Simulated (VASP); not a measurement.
Ca9Mg7S16:

```xyz
64
Lattice="10.8693 0.0000 0.0000 0.0000 10.8693 0.0000 0.0000 0.0000 10.8693" Properties=species:S:1:pos:R:3 pbc="T T T"
S     2.6989   10.8636    0.0036
S     2.7019    0.0250    5.4540
S     2.7237    5.4137    0.0148
S     2.7248    5.4336    5.4166
S     8.1561   10.8601    0.0013
S     8.1630   10.8355    5.4188
S     8.1755    5.3951    0.0253
S     8.1763    5.4192    5.4423
S    10.8341    2.6964    0.0066
S    10.8407    2.7202    5.4350
S    10.8490    8.1574    0.0160
S    10.8539    8.1331    5.4130
S     5.4508    2.7082    0.0126
S     5.4092    2.7261    5.4746
S     5.4476    8.1684    0.0200
S     5.4267    8.1482    5.4219
S    10.8170    0.0121    2.7090
S     0.0188    0.0065    8.1904
S     0.0234    5.4324    2.7081
S     0.0353    5.4472    8.1032
S     5.4422   10.8513    2.7172
S     5.4399    0.0240    8.1609
S     5.4400    5.4566    2.7135
S     5.4134    5.4606    8.1851
S     2.7181    2.6742    2.7230
S     2.7061    2.7294    8.1326
S     2.7205    8.1762    2.7101
S     2.7033    8.1721    8.1804
S     8.1672    2.6924    2.7602
S     8.1554    2.7105    8.1544
S     8.1585    8.1554    2.6913
S     8.1610    8.1432    8.1550
Mg   10.8360   10.8648   10.8340
Mg    0.0203    5.4326   10.8528
Mg    5.4510   10.8526    5.4260
Mg    5.4058    5.4834    0.0093
Mg    2.6955    2.7207   10.8628
Mg    2.7272    2.6962    5.4176
Mg    8.1830    8.1483   10.8691
Mg    8.1699   10.8341    2.6996
Mg    8.1633    5.4503    2.7322
Mg    8.1096    5.3985    8.1671
Mg   10.8438    2.7184    8.1690
Mg    5.4447    2.7210    2.7029
Mg    5.4150    2.7293    8.1978
Mg    5.4648    8.1575    2.7348
Ca   10.8550   10.8554    5.4254
Ca    0.0152    5.4198    5.4278
Ca    5.4305   10.8683    0.0247
Ca    5.4331    5.4561    5.4637
Ca    2.7074    8.1486   10.8586
Ca    2.7327    8.1655    5.4505
Ca    8.1742    2.7172   10.8587
Ca    8.1633    2.7328    5.4188
Ca    8.1568    8.1529    5.4269
Ca    2.6910   10.8514    2.6985
Ca    2.7402    0.0013    8.1248
Ca    2.6827    5.4529    2.7148
Ca    2.6622    5.4426    8.1544
Ca    8.1608    0.0106    8.1325
Ca   10.8520    2.7322    2.7448
Ca    0.0087    8.1373    2.7057
Ca    0.0006    8.1763    8.1577
Ca    5.4380    8.1147    8.1517
```

```yaml
Program: VASP 6.6.1
Task: relaxation of volume and atoms at fixed shape
Functional: PBEsol
Potentials_or_basis: VASP PAW PBE potentials, release 64 (S, Mg, Ca_sv)
Cutoff: 600 eV
k_mesh: 1 × 1 × 1, shifted
Occupations: fermi-dirac, width 0.05 eV
Spin: no spin polarisation
```

At the start: pressure 1.1 GPa; volume 20.06 Å³/atom.

Q: How do energy, volume and symmetry change on relaxing?

A: Over 10 steps the energy falls by 31.5 meV/atom and the volume is 20.23 Å³/atom (+0.8 %); space group P1 (No. 1, to 0.1 Å) before and after.

The path:
```csv
step,energy change (eV),largest force (eV/Å),pressure (GPa),volume (Å³)
1,0.0000,1.6346,1.06,1284.13
2,-1.1313,1.0028,-0.54,1308.96
3,-1.5017,0.4671,-1.85,1333.40
4,-1.9320,0.2430,0.19,1291.02
5,-1.9322,0.2431,0.25,1290.00
6,-1.9838,0.1672,0.13,1292.43
7,-2.0056,0.1015,0.01,1295.31
8,-2.0132,0.0748,-0.02,1295.92
9,-2.0167,0.0493,-0.06,1296.69
10,-2.0190,0.0242,0.06,1294.46
```

Final structure:
```yaml
crystal:
  lattice:
    - [10.89839, 0.00000, 0.00000]
    - [0.00000, 10.89839, 0.00000]
    - [0.00000, 0.00000, 10.89839]
  atoms:
    - { symbol: S, position: [0.24186, 0.00814, 0.00065] }
    - { symbol: S, position: [0.25689, 0.00835, 0.49935] }
    - { symbol: S, position: [0.24689, 0.49173, 0.00020] }
    - { symbol: S, position: [0.25066, 0.49170, 0.50007] }
    - { symbol: S, position: [0.75757, 0.99219, 0.00835] }
    - { symbol: S, position: [0.74342, 0.99981, 0.49161] }
    - { symbol: S, position: [0.75208, 0.50773, 0.00175] }
    - { symbol: S, position: [0.74961, 0.49974, 0.49820] }
    - { symbol: S, position: [0.00860, 0.25071, 0.99135] }
    - { symbol: S, position: [0.00937, 0.24936, 0.50860] }
    - { symbol: S, position: [0.99309, 0.74890, 0.99952] }
    - { symbol: S, position: [0.00019, 0.75012, 0.49964] }
    - { symbol: S, position: [0.48993, 0.25823, 0.00050] }
    - { symbol: S, position: [0.48985, 0.24223, 0.50096] }
    - { symbol: S, position: [0.50670, 0.74220, 0.00857] }
    - { symbol: S, position: [0.49995, 0.75734, 0.49227] }
    - { symbol: S, position: [0.99027, 0.00051, 0.24178] }
    - { symbol: S, position: [0.99868, 0.00919, 0.75847] }
    - { symbol: S, position: [0.98926, 0.49898, 0.23951] }
    - { symbol: S, position: [0.98978, 0.49039, 0.76042] }
    - { symbol: S, position: [0.51010, 0.00125, 0.25698] }
    - { symbol: S, position: [0.50115, 0.00991, 0.74444] }
    - { symbol: S, position: [0.51136, 0.49854, 0.24161] }
    - { symbol: S, position: [0.50942, 0.49024, 0.75990] }
    - { symbol: S, position: [0.26027, 0.24995, 0.25082] }
    - { symbol: S, position: [0.25174, 0.25097, 0.74964] }
    - { symbol: S, position: [0.25925, 0.74988, 0.24944] }
    - { symbol: S, position: [0.25051, 0.74965, 0.75045] }
    - { symbol: S, position: [0.73918, 0.25112, 0.24928] }
    - { symbol: S, position: [0.74793, 0.25838, 0.75084] }
    - { symbol: S, position: [0.74034, 0.74816, 0.24170] }
    - { symbol: S, position: [0.74918, 0.74112, 0.75764] }
    - { symbol: Mg, position: [0.99814, 0.00179, 0.99971] }
    - { symbol: Mg, position: [0.99630, 0.49794, 0.99880] }
    - { symbol: Mg, position: [0.50016, 0.00339, 0.49704] }
    - { symbol: Mg, position: [0.50413, 0.49869, 0.00263] }
    - { symbol: Mg, position: [0.24970, 0.25168, 0.99753] }
    - { symbol: Mg, position: [0.25274, 0.24863, 0.50192] }
    - { symbol: Mg, position: [0.75048, 0.74599, 0.00269] }
    - { symbol: Mg, position: [0.74716, 0.99761, 0.24821] }
    - { symbol: Mg, position: [0.74752, 0.50124, 0.24457] }
    - { symbol: Mg, position: [0.74930, 0.49781, 0.75708] }
    - { symbol: Mg, position: [0.00132, 0.25134, 0.75328] }
    - { symbol: Mg, position: [0.50005, 0.25008, 0.25004] }
    - { symbol: Mg, position: [0.49689, 0.25126, 0.75183] }
    - { symbol: Mg, position: [0.50431, 0.75012, 0.24892] }
    - { symbol: Ca, position: [0.99996, 0.00195, 0.49987] }
    - { symbol: Ca, position: [0.99871, 0.49747, 0.50126] }
    - { symbol: Ca, position: [0.50132, 0.00214, 0.00329] }
    - { symbol: Ca, position: [0.50150, 0.49664, 0.49897] }
    - { symbol: Ca, position: [0.24981, 0.74826, 0.00105] }
    - { symbol: Ca, position: [0.25205, 0.75135, 0.49889] }
    - { symbol: Ca, position: [0.74911, 0.25354, 0.00029] }
    - { symbol: Ca, position: [0.74597, 0.24996, 0.50011] }
    - { symbol: Ca, position: [0.74802, 0.74923, 0.49695] }
    - { symbol: Ca, position: [0.25316, 0.00212, 0.24995] }
    - { symbol: Ca, position: [0.25019, 0.00482, 0.75035] }
    - { symbol: Ca, position: [0.25398, 0.49762, 0.24775] }
    - { symbol: Ca, position: [0.24967, 0.49609, 0.75249] }
    - { symbol: Ca, position: [0.74966, 0.00191, 0.75175] }
    - { symbol: Ca, position: [0.99929, 0.24988, 0.24664] }
    - { symbol: Ca, position: [0.99530, 0.74968, 0.24634] }
    - { symbol: Ca, position: [0.99775, 0.74842, 0.75285] }
    - { symbol: Ca, position: [0.50189, 0.74853, 0.75213] }
```

Caveat: the k points lie up to 0.58 Å⁻¹ apart in the final cell; the PAW data sets were made with another functional, which shifts forces and pressure a little.
